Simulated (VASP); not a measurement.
# HgP (P6_3/mmc) in VASP: notebook

HgP is run at these levels: PBEsol; tasks: single point, relaxation of shape and atoms at fixed volume.

Program: VASP 6.6.1. These are calculated values, not measurements. Logs are shortened: lines on timing, memory, paths and dates and some standing lists are left out, and cuts for length are marked.

## (1) The cell of the first run

The structure is hexagonal, space group P6_3/mmc (No. 194). The conventional cell has a = 3.739 Å, b = 3.739 Å, c = 6.890 Å, α = 90.00°, β = 90.00°, γ = 120.00°. Hg (site symmetry -3m) has 6 P at 2.76 Å and 2 Hg at 3.44 Å within 3.6 Å. P (site symmetry -6m2) has 6 Hg at 2.76 Å within 3.6 Å.

## (2) Single point, PBEsol (volume scaled by 1.040)

The input, INCAR:

```
  PREC = Accurate
  ENCUT = 520
  EDIFF = 1E-6
  ISMEAR = 0
  SIGMA = 0.05
  LREAL = F
  LASPH = T
  NELM = 100
  ALGO = Normal
  ISIF = 2
  LWAVE = F
  LCHARG = F
  GGA = PS
  NBANDS = 25
```

The input, KPOINTS:

```
regular mesh
0
Gamma
  10 10 6
```

The input, POSCAR:

```
HgP
1.0
    3.7392975937      0.0000000000      0.0000000000
   -1.8696487969      3.2383267085      0.0000000000
    0.0000000000      0.0000000000      6.8896006259
Hg P
2 2
Direct
    0.0000000000      0.0000000000      0.0000000000
    0.0000000000      0.0000000000      0.5000000000
    0.3333333333      0.6666666667      0.2500000000
    0.6666666667      0.3333333333      0.7500000000
```

Potentials or basis: VASP PAW PBE potentials, release 64 (Hg, P).

Command:

```
$ cat potpaw_PBE.64/Hg/POTCAR potpaw_PBE.64/P/POTCAR > POTCAR
$ mpirun -np 1 vasp_std > vasp.out
```

OUTCAR:

```text
PREC = Accurate
   ENCUT = 520
   EDIFF = 1E-6
   ISMEAR = 0
   LREAL = F
   LASPH = T
   NELM = 100
   ISIF = 2
   GGA = PS

 ion  position               nearest neighbor table
   1  0.000  0.000  0.000-   3 2.76   4 2.76   4 2.76   3 2.76   4 2.76   3 2.76   2 3.44   2 3.44

   2  0.000  0.000  0.500-   3 2.76   4 2.76   4 2.76   3 2.76   4 2.76   3 2.76   1 3.44   1 3.44

   3  0.333  0.667  0.250-   1 2.76   2 2.76   1 2.76   2 2.76   1 2.76   2 2.76
   4  0.667  0.333  0.750-   1 2.76   2 2.76   1 2.76   2 2.76   1 2.76   2 2.76

  LATTYP: Found a hexagonal cell.
 ALAT       =     3.7392975937
 C/A-ratio  =     1.8424852404

  Lattice vectors:

 A1 = (   3.7392975937,   0.0000000000,   0.0000000000)
 A2 = (  -1.8696487969,   3.2383267085,   0.0000000000)
 A3 = (   0.0000000000,   0.0000000000,   6.8896006259)

Analysis of symmetry for initial positions (statically):
=====================================================================
 Subroutine PRICEL returns:
 Original cell was already a primitive cell.

 Routine SETGRP: Setting up the symmetry group for a
 hexagonal supercell.

 Subroutine GETGRP returns: Found 24 space group operations
 (whereof 12 operations were pure point group operations)
 out of a pool of 24 trial point group operations.

The static configuration has the point symmetry D_3d.
 The point group associated with its full space group is D_6h.

Analysis of symmetry for dynamics (positions and initial velocities):
=====================================================================
 Subroutine PRICEL returns:
 Original cell was already a primitive cell.

 Routine SETGRP: Setting up the symmetry group for a
 hexagonal supercell.

 Subroutine GETGRP returns: Found 24 space group operations
 (whereof 12 operations were pure point group operations)
 out of a pool of 24 trial point group operations.

The dynamic configuration has the point symmetry D_3d.
 The point group associated with its full space group is D_6h.

 Subroutine INISYM returns: Found 24 space group operations
 (whereof 12 operations are pure point group operations),
 and found     1 'primitive' translations

----------------------------------------------------------------------------------------

                                     Primitive cell

  volume of cell :      83.4266

  direct lattice vectors                    reciprocal lattice vectors
     3.739297594  0.000000000  0.000000000     0.267429905  0.154400728  0.000000000
    -1.869648797  3.238326708  0.000000000     0.000000000  0.308801455  0.000000000
     0.000000000  0.000000000  6.889600626     0.000000000  0.000000000  0.145146294

  length of vectors
     3.739297594  3.739297594  6.889600626     0.308801455  0.308801455  0.145146294

  position of ions in fractional coordinates (direct lattice)
     0.000000000  0.000000000  0.000000000
     0.000000000  0.000000000  0.500000000
     0.333333333  0.666666667  0.250000000
     0.666666667  0.333333333  0.750000000

  ion indices of the primitive-cell ions
   primitive index   ion index
                 1           1
                 2           2
                 3           3
                 4           4

----------------------------------------------------------------------------------------

 KPOINTS: regular mesh

Automatic generation of k-mesh.
 Grid dimensions read from file:
 generate k-points for:   10   10    6

 Generating k-lattice:

  Cartesian coordinates                     Fractional coordinates (reciprocal lattice)
     0.026742990  0.015440073  0.000000000     0.100000000  0.000000000  0.000000000
     0.000000000  0.030880146  0.000000000     0.000000000  0.100000000  0.000000000
     0.000000000  0.000000000  0.024191049     0.000000000  0.000000000  0.166666667

  Length of vectors
     0.030880146  0.030880146  0.024191049

  Shift w.r.t. Gamma in fractional coordinates (k-lattice)
     0.000000000  0.000000000  0.000000000

 Subroutine IBZKPT returns following result:
 ===========================================

 Found     56 irreducible k-points:

 Following reciprocal coordinates:
            Coordinates               Weight
  0.000000  0.000000  0.000000      1.000000
  0.100000 -0.000000  0.000000      6.000000
  0.200000 -0.000000  0.000000      6.000000
  0.300000  0.000000  0.000000      6.000000
  0.400000 -0.000000  0.000000      6.000000
  0.500000  0.000000  0.000000      3.000000
[... 16 lines left out ...]
  0.300000  0.100000  0.166667     24.000000
  0.400000  0.100000  0.166667     24.000000
 [... further k-points ...]
   k-points           NKPTS =     56   k-points in BZ     NKDIM =     56   number of bands    NBANDS=     25
   number of dos      NEDOS =    301   number of ions     NIONS =      4
   total plane-waves  NPLWV =  42336
   dimension x,y,z NGX =    28 NGY =   28 NGZ =   54
   dimension x,y,z NGXF=    56 NGYF=   56 NGZF=  108
   ions per type =               2   2
   NGX,Y,Z   is equivalent  to a cutoff of  12.45, 12.45, 13.03 a.u.
   NGXF,Y,Z  is equivalent  to a cutoff of  24.90, 24.90, 26.06 a.u.
 SYSTEM =  unknown system
   PREC   = accura    normal or accurate (medium, high low for compatibility)
   ISTART =      0    job   : 0-new  1-cont  2-samecut
   ICHARG =      2    charge: 1-file 2-atom 10-const
   ISPIN  =      1    spin polarized calculation?
   LNONCOLLINEAR =      F non collinear calculations
   LSORBIT =      F    spin-orbit coupling
   LASPH  =      T    aspherical Exc in radial PAW
   ENCUT  =  520.0 eV  38.22 Ry    6.18 a.u.   6.95  6.95 12.81*2*pi/ulx,y,z
   NELM   =    100;   NELMIN=  2; NELMDL= -5     # of ELM steps
   EDIFF  = 0.1E-05   stopping-criterion for ELM
   LREAL  =      F    real-space projection
   EDIFFG = 0.1E-04   stopping-criterion for IOM
   NSW    =      0    number of steps for IOM
   IBRION =     -1    ionic relax: 0-MD 1-quasi-New 2-CG
   NFREE  =      0    steps in history (QN), initial steepest desc. (CG)
   ISIF   =      2    stress and relaxation
   ISYM   =      2    0-nonsym 1-usesym 2-fastsym
   POTIM  = 0.5000    time-step for ionic-motion
   TEBEG  =    0.0;   TEEND  =   0.0 temperature during run
   PSTRESS=    0.0 pullay stress
   NELECT =      34.0000    total number of electrons
   NUPDOWN=      -1.0000    fix difference up-down
   EMIN   =  10.00;   EMAX   =-10.00  energy-range for DOS
   EFERMI =   0.00;   METHOD = LEGACY
   ISMEAR =     0;   SIGMA  =   0.05  broadening in eV -4-tet -1-fermi 0-gaus
   EFERMI_NEDOS =   21; number of points for ismear=-14 and -15
   IALGO  =     38    algorithm
   IMIX   =      4    mixing-type and parameters
     AMIX     =   0.40;   BMIX     =  1.00
     AMIX_MAG =   1.60;   BMIX_MAG =  1.00
  volume/ion in A,a.u.               =      20.86       140.75
  Fermi-wavevector in a.u.,A,eV,Ry     =   1.213760  2.293674 20.044291  1.473214
  Thomas-Fermi vector in A             =   2.349202
   LORBIT       =      0    0 simple, 1 ext, 2 COOP (PROOUT), +10 PAW based schemes
   GGA     = PS    functional components
   LHFCALC =     F    Hartree Fock is set to
   AEXX    =    0.0000 exact exchange contribution
   IVDW    =     0    specifies the selected vdW correction
   LEPSILON=     F    determine dielectric tensor
   LRPA    =     F    only Hartree local field effects (RPA)
 non-spin polarized calculation
 Gauss-broadening in eV      SIGMA  =   0.05
  energy-cutoff  :      520.00
  volume of cell :       83.43
 maximum number of plane-waves:      2265
 NGX is ok and might be reduce to    28
   NGX = 13   NGY = 13   NGZ = 25

 number of electron      34.0000005 magnetization

 Free energy of the ion-electron system (eV)
  ---------------------------------------------------
  ext. energy  EPLUGINS =         0.00000000
  ---------------------------------------------------
  free energy    TOTEN  =       -10.61594755 eV

  energy without entropy =      -10.61370863  energy(sigma->0) =      -10.61482809

 E-fermi :   4.0125     XC(G=0): -10.7560

 val. band max:        3.9891566800   @ k =   0.2000   0.1000   0.5000
 cond. band min:       4.0421616653   @ k =   0.2000   0.1000   0.0000
 fundamental gap:      0.0530049853
 Fermi energy:         4.0125271562

 k-point     1 :       0.0000    0.0000    0.0000
  band No.  band energies     occupation
      1      -8.0492      2.00000
      2      -6.2479      2.00000
      3      -3.7263      2.00000
      4      -3.2712      2.00000
      5      -3.2350      2.00000
      6      -3.2350      2.00000
[... 17 lines left out ...]
     24      12.1377      0.00000
     25      12.6627      0.00000

 k-point     2 :       0.1000   -0.0000    0.0000
  band No.  band energies     occupation
      1      -7.9263      2.00000
      2      -6.2594      2.00000
      3      -3.5960      2.00000
      4      -3.2541      2.00000
      5      -3.2206      2.00000
      6      -3.1328      2.00000
[... 17 lines left out ...]
     24      12.0463      0.00000
     25      12.2607      0.00000

 k-point     3 :       0.2000   -0.0000    0.0000
  band No.  band energies     occupation
      1      -7.5722      2.00000
      2      -6.2815      2.00000
      3      -3.3135      2.00000
      4      -3.2241      2.00000
      5      -3.2079      2.00000
      6      -2.9518      2.00000
[... 17 lines left out ...]
     24      11.3422      0.00000
     25      11.6051      0.00000

 k-point     4 :       0.3000    0.0000    0.0000
  band No.  band energies     occupation
      1      -7.0552      2.00000
      2      -6.2686      2.00000
      3      -3.3300      2.00000
      4      -3.2447      2.00000
      5      -3.2318      2.00000
      6      -3.0595      2.00000
[... 17 lines left out ...]
     24      10.6635      0.00000
     25      11.9124      0.00000

 k-point     5 :       0.4000   -0.0000    0.0000
  band No.  band energies     occupation
      1      -6.6486      2.00000
      2      -6.0459      2.00000
      3      -3.5431      2.00000
      4      -3.4477      2.00000
      5      -3.2690      2.00000
      6      -3.1528      2.00000
[... 17 lines left out ...]
     24      10.5960      0.00000
     25      12.1666      0.00000

 k-point     6 :       0.5000    0.0000    0.0000
  band No.  band energies     occupation
      1      -6.5697      2.00000
      2      -5.7622      2.00000
      3      -3.8350      2.00000
      4      -3.4952      2.00000
      5      -3.2856      2.00000
      6      -3.1669      2.00000
[... 17 lines left out ...]
     24      10.7055      0.00000
     25      12.0756      0.00000
[... 393 lines left out ...]
 k-point    21 :       0.1000    0.1000    0.1667
  band No.  band energies     occupation
      1      -7.6165      2.00000
      2      -6.4115      2.00000
      3      -3.3674      2.00000
      4      -3.2257      2.00000
      5      -3.1414      2.00000
      6      -3.0036      2.00000
[... 17 lines left out ...]
     24      11.5940      0.00000
     25      11.8581      0.00000

 k-point    22 :       0.2000    0.1000    0.1667
  band No.  band energies     occupation
      1      -7.1848      2.00000
      2      -6.3593      2.00000
      3      -3.2932      2.00000
      4      -3.2165      2.00000
      5      -3.0958      2.00000
      6      -3.0443      2.00000
[... 17 lines left out ...]
     24      11.2659      0.00000
     25      11.5763      0.00000

 k-point    23 :       0.3000    0.1000    0.1667
  band No.  band energies     occupation
      1      -6.6896      2.00000
      2      -6.2467      2.00000
      3      -3.4609      2.00000
      4      -3.2970      2.00000
      5      -3.0990      2.00000
      6      -3.0622      2.00000
[... 17 lines left out ...]
     24      10.8660      0.00000
     25      12.1630      0.00000

 k-point    24 :       0.4000    0.1000    0.1667
  band No.  band energies     occupation
      1      -6.4828      2.00000
      2      -5.9390      2.00000
      3      -3.6659      2.00000
      4      -3.3730      2.00000
      5      -3.1507      2.00000
      6      -3.1209      2.00000
[... 17 lines left out ...]
     24      11.0516      0.00000
     25      12.4434      0.00000

 [... further k-points ...]

------------------------ aborting loop because EDIFF is reached ----------------------------------------

  FORCE on cell =-STRESS in cart. coord.  units (eV):
  Direction    XX          YY          ZZ          XY          YZ          ZX
  --------------------------------------------------------------------------------------
  -------------------------------------------------------------------------------------
  Total       -1.2970327     -1.2970327     -1.3087822      0.0000000     -0.0000000      0.0000000
  in kB      -24.9090282    -24.9090282    -25.1346719      0.0000000     -0.0000000      0.0000000
  external PRESSURE =     -24.9842428 kB  Pullay stress =       0.0000000 kB

 VOLUME and BASIS-vectors are now :
 -----------------------------------------------------------------------------
  energy-cutoff  :      520.00
  volume of cell :       83.43
      direct lattice vectors                 reciprocal lattice vectors
     3.739297594  0.000000000  0.000000000     0.267429905  0.154400728  0.000000000
    -1.869648797  3.238326708  0.000000000     0.000000000  0.308801455  0.000000000
     0.000000000  0.000000000  6.889600626     0.000000000  0.000000000  0.145146294

 POSITION                                       TOTAL-FORCE (eV/Angst)
 -----------------------------------------------------------------------------------
      0.00000      0.00000      0.00000         0.000000      0.000000     -0.000000
      0.00000      0.00000      3.44480         0.000000      0.000000     -0.000000
     -0.00000      2.15888      1.72240        -0.000000     -0.000000     -0.000000
      1.86965      1.07944      5.16720         0.000000      0.000000      0.000000
 -----------------------------------------------------------------------------------
    total drift:                               -0.000000      0.000000      0.000000

  FREE ENERGIE OF THE ION-ELECTRON SYSTEM (eV)
  ---------------------------------------------------
  free  energy   TOTEN  =       -10.6159475512 eV

  energy  without entropy=      -10.6137086304  energy(sigma->0) =      -10.61482809
```

Wall time 1.9 min (1 thread of Oxide Virtual Turin-like, shared host); peak memory 0.22 GiB.

Results:

- Free energy: -10.6159 eV
- Pressure: -2.5 GPa
- Band gap on the k mesh: zero (band 17 reaches 5.39 eV, above the bottom of band 18 at 2.80 eV)

Levels at points of the mesh, in eV from the Fermi level:
| k point | band 15 | band 16 | band 17 | band 18 | band 19 | band 20 |
| --- | --- | --- | --- | --- | --- | --- |
| (0.00, 0.00, 0.00) | 0.30 | 0.30 | 0.49 | 1.64 | 1.64 | 4.02 |
| (0.50, 0.00, 0.00) | -3.18 | -2.57 | -1.40 | 1.38 | 2.46 | 3.28 |
| (0.00, 0.00, 0.50) | 0.98 | 0.98 | 0.98 | 0.98 | 3.70 | 3.70 |
| (0.50, 0.00, 0.50) | -0.51 | -0.51 | -0.26 | -0.26 | 0.52 | 0.52 |

Caveat: the cell differs from its parent crystal (volume scaled by 1.040); the PAW data sets were made with another functional, which shifts forces and pressure a little; spin-orbit coupling is left out, which moves the levels of the heavy elements.

## (3) Relaxation of shape and atoms at fixed volume, PBEsol (volume scaled by 0.960)

The input, INCAR:

```
SYSTEM = HgP
PREC = Accurate ; ENCUT = 600
EDIFF = 1E-7 ; ISMEAR = 0
SIGMA = 0.05 ; LREAL = .False.
LASPH = .True. ; NELM = 80
ALGO = Normal ; ISIF = 4
LWAVE = .False. ; LCHARG = .False.
GGA = PS ; IBRION = 2
NSW = 60 ; EDIFFG = -0.01
```

The input, KPOINTS:

```
regular mesh
0
Gamma
  10 10 6
  0 0 0
```

The input, POSCAR:

```
HgP
1.0
    3.6183278727      0.0000000000      0.0000000000
   -1.8091639363      3.1335638570      0.0000000000
    0.0000000000      0.0000000000      6.7919763679
Hg P
2 2
Direct
    0.0000000000      0.0000000000      0.0000000000
    0.0000000000      0.0000000000      0.5000000000
    0.3333333333      0.6666666667      0.2500000000
    0.6666666667      0.3333333333      0.7500000000
```

Potentials or basis: VASP PAW PBE potentials, release 64 (Hg, P).

Command:

```
$ cat potpaw_PBE.64/Hg/POTCAR potpaw_PBE.64/P/POTCAR > POTCAR
$ mpirun -np 1 vasp_std > vasp.out
```

Run time: 3.3 min. Hardware: 1 thread of Oxide Virtual Turin-like, shared host; peak memory 0.24 GiB.

It converged, with:

```
Free energy               : -10.5855 eV
Energy gained by relaxing : 0.3 meV/atom
Ionic steps               : 3
Pressure after relaxing   : 4.5 GPa
Band gap on the k mesh    : zero (band 17 reaches 6.62 eV, above the bottom of band 18 at 3.55 eV)
```

The path:
| step | energy change (eV) | largest force (eV/Å) | pressure (GPa) | volume (Å³) |
| --- | --- | --- | --- | --- |
| 1 | 0.0000 | 0.0000 | 4.58 | 77.01 |
| 2 | -0.0005 | 0.0000 | 4.56 | 77.01 |
| 3 | -0.0012 | 0.0000 | 4.45 | 77.01 |

Final structure:
```yaml
crystal:
  lattice:
    - [3.60411, 0.00000, 0.00000]
    - [-1.80205, 3.12125, 0.00000]
    - [0.00000, 0.00000, 6.84567]
  atoms:
    - { symbol: Hg, position: [0.00000, 0.00000, 0.00000] }
    - { symbol: Hg, position: [0.00000, 0.00000, 0.50000] }
    - { symbol: P, position: [0.33333, 0.66667, 0.25000] }
    - { symbol: P, position: [0.66667, 0.33333, 0.75000] }
```

Levels at points of the mesh, in eV from the Fermi level:
```
           k point  band 14  band 15  band 16  band 17  band 18  band 19  band 20  band 21
(0.00, 0.00, 0.00)    -1.22     0.42     0.42     0.92     1.94     1.94     4.35     6.55
(0.50, 0.00, 0.00)    -3.76    -3.61    -2.72    -1.47     1.58     2.76     3.49     3.52
(0.00, 0.00, 0.50)    -4.40     1.18     1.18     1.18     1.18     4.29     4.29     6.19
(0.50, 0.00, 0.50)    -5.13    -0.52    -0.52    -0.22    -0.22     0.37     0.37     5.27
```

Caveat: the cell differs from its parent crystal (volume scaled by 0.960); the PAW data sets were made with another functional, which shifts forces and pressure a little; spin-orbit coupling is left out, which moves the levels of the heavy elements.
